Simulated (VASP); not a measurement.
Here is a VASP 6.6.1 calculation.

INCAR

```
PREC = Accurate
ENCUT = 500
EDIFF = 1E-7
ISMEAR = 0
SIGMA = 0.1
LREAL = F
LASPH = T
NELM = 120
ALGO = Normal
ISIF = 3
LWAVE = F
LCHARG = F
GGA = PE
IVDW = 12
IBRION = 2
NSW = 100
EDIFFG = -0.002
GGA_COMPAT = F
NELMIN = 4
```

KPOINTS

```
Automatic mesh
0
Gamma
  15 15 8
```

The input POSCAR:

```
Zr
1.0
    3.1900000000      0.0000000000      0.0000000000
   -1.5950000000      2.7626210000      0.0000000000
    0.0000000000      0.0000000000      5.1100000000
Zr
2
Direct
    0.3333333000      0.6666667000      0.2500000000
    0.6666667000      0.3333333000      0.7500000000
```

Potentials or basis: VASP PAW PBE potentials, release 64 (Zr_sv).

Run with:

```bash
$ cat potpaw_PBE.64/Zr_sv/POTCAR > POTCAR
$ mpirun -np 1 vasp_std > vasp.out
```

Problem. What does it give for the band gap on the k mesh?

Solution. Zero (band 12 reaches 10.37 eV, above the bottom of band 13 at 9.07 eV).

Problem. Predict the space group after relaxing (to 0.05 Å).

Solution. P6_3/mmc (No. 194).

Problem. Predict the relaxed volume.

Solution. 22.45 Å³/atom.

Final structure:
```
CELL_PARAMETERS angstrom
3.18363 0.00000 0.00000
-1.59182 2.75710 0.00000
0.00000 0.00000 5.11549
ATOMIC_POSITIONS crystal
Zr 0.33333 0.66667 0.25000
Zr 0.66667 0.33333 0.75000
```

Caveat: pairwise dispersion overbinds metals, which lowers pressure and volume.
